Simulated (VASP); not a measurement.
Here is a VASP 6.6.1 calculation.

File INCAR:

```
SYSTEM = Mg
PREC     = Accurate       ! precision mode
ENCUT    = 520            ! plane-wave cutoff, eV
EDIFF    = 1E-6           ! SCF threshold, eV
ISMEAR   = -1             ! smearing method
SIGMA    = 0.1            ! smearing width, eV
LREAL    = .FALSE.        ! projectors in reciprocal space
LASPH    = .TRUE.         ! aspherical terms in the spheres
NELM     = 100            ! most SCF steps
ALGO     = Normal         ! electronic algorithm
ISIF     = 2              ! what is computed and relaxed
LWAVE    = .FALSE.        ! write WAVECAR
LCHARG   = .FALSE.        ! write CHGCAR
GGA      = PE             ! functional
NBANDS   = 9              ! bands
```

Contents of KPOINTS:

```
regular mesh
0
G
  18 18 10
  0 0 0
```

File POSCAR:

```
Mg
1.0
    2.9048540554      0.0000000000      0.0000000000
   -1.4524270277      2.5156774063      0.0000000000
    0.0000000000      0.0000000000      4.6965147833
Mg
2
Direct
    0.3333333333      0.6666666667      0.2500000000
    0.6666666667      0.3333333333      0.7500000000
```

Potentials or basis: VASP PAW PBE potentials, release 64 (Mg).

Launch:

```bash
$ cat potpaw_PBE.64/Mg/POTCAR > POTCAR
$ mpirun -np 1 vasp_std > vasp.out
```

What does it give for the pressure?

18.6 GPa.

Estimate the band gap on the k mesh.

zero (bands 2 and 3 overlap by 2.16 eV).

Caveat: the cell stands under pressure.
